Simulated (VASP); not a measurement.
Runs of VASP 6.6.1 on Mg4S. The structure is that of space group P6/mmm (No. 191), or close to it. The cells are those of the table. 

```tsv
task	cell	k mesh	cutoff (eV)	gap on the mesh (eV)	pressure (GPa)	relaxed volume (Å³/atom)
single point	a = 5.034, b = 5.034, c = 6.047 Å, angles 90.0, 90.0, 120.0°, 5 atoms	12 × 12 × 6	520	none	(a)	-
relaxation of cell and atoms	relaxed from a = 4.848, b = 4.848, c = 5.117 Å, angles 90.0, 90.0, 120.0°, 5 atoms	6 × 6 × 4	600	none	0.0	(b)
single point	a = 4.848, b = 4.848, c = 5.117 Å, angles 90.0, 90.0, 120.0°, 5 atoms	6 × 6 × 4	520	none	10.3	-
single point	a = 5.019, b = 5.019, c = 6.040 Å, angles 90.0, 90.0, 120.0°, 5 atoms	6 × 6 × 4	520	none	0.2	-
relaxation of cell and atoms	relaxed from a = 5.019, b = 5.019, c = 6.040 Å, angles 90.0, 90.0, 120.0°, 5 atoms	12 × 12 × 6	600	none	0.0	26.44
```

Alike in all rows: level PBE; potentials or basis VASP PAW PBE potentials, release 64 (Mg, S); no spin polarisation; smearing gaussian 0.1 eV.

Question: Estimate the missing entries.

Answer: (a) -0.1; (b) 26.57.

Caveats: the volume moved by over 15 % at a fixed basis, so the end points are rough (some runs).

A gap of «none» marks levels without a gap at the run's occupations.
